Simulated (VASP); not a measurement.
Si2Mo: single point with PBE+U

Si2Mo:

```xyz
3
Lattice="-1.6000 1.6000 3.9305 1.6000 -1.6000 3.9305 1.6000 1.6000 -3.9305" Properties=species:S:1:pos:R:3 pbc="T T T"
Mo    0.0000    0.0000    0.0000
Si    0.0000    0.0000    5.2433
Si    0.0000    0.0000    2.6177
```

| Quantity | Value |
| --- | --- |
| Program | VASP 6.6.1 |
| Task | single point |
| Functional | PBE |
| Potentials or basis | VASP PAW PBE potentials, release 64 (Mo_sv, Si) |
| Cutoff | 520 eV |
| k mesh | 12 × 12 × 12 |
| Occupations | fermi-dirac, width 0.05 eV |
| Spin | no spin polarisation |
| Hubbard terms | Mo d U = 2.0 eV |
| Dipole correction | no |
| k mesh for the DOS | 18 × 18 × 18 |
| Occupations for the DOS | tetrahedron |
| Further INCAR settings | ALGO = Normal; EDIFF = 1e-07; NBANDS = 18 |

| Property | Result |
| --- | --- |
| Valence electrons inside the program's atomic spheres | Mo 12.64; Si 1.62 |

Levels at points of the mesh, in eV from the Fermi level:
```tsv
k point	band 8	band 9	band 10	band 11	band 12	band 13	band 14	band 15
(0.00, 0.00, 0.00)	-2.82	-2.68	-2.68	0.34	3.05	3.09	3.61	3.61
(0.50, 0.00, 0.00)	-4.50	-2.56	-2.53	-0.55	2.47	3.00	4.04	4.23
(0.50, 0.50, 0.00)	-5.30	-4.48	-3.09	-1.18	2.59	2.82	2.98	3.21
(0.50, 0.50, 0.50)	-2.20	-0.62	-0.62	-0.55	-0.55	0.48	4.59	5.17
```

Eigenvalues of the final occupation matrices:
```tsv
site	spin	trace	eigenvalues
site 1 d	1	2.10	0.31 0.36 0.47 0.47 0.49
site 1 d	2	2.10	0.31 0.36 0.47 0.47 0.49
```

Run time: 2.6 min on 1 thread of Intel(R) Xeon(R) 6975P-C (Granite Rapids), with other jobs on the host, peak memory 0.45 GiB.

Caveat: U without spin polarisation on a metal has little footing; the U is typed as a test and isn't derived for this compound.
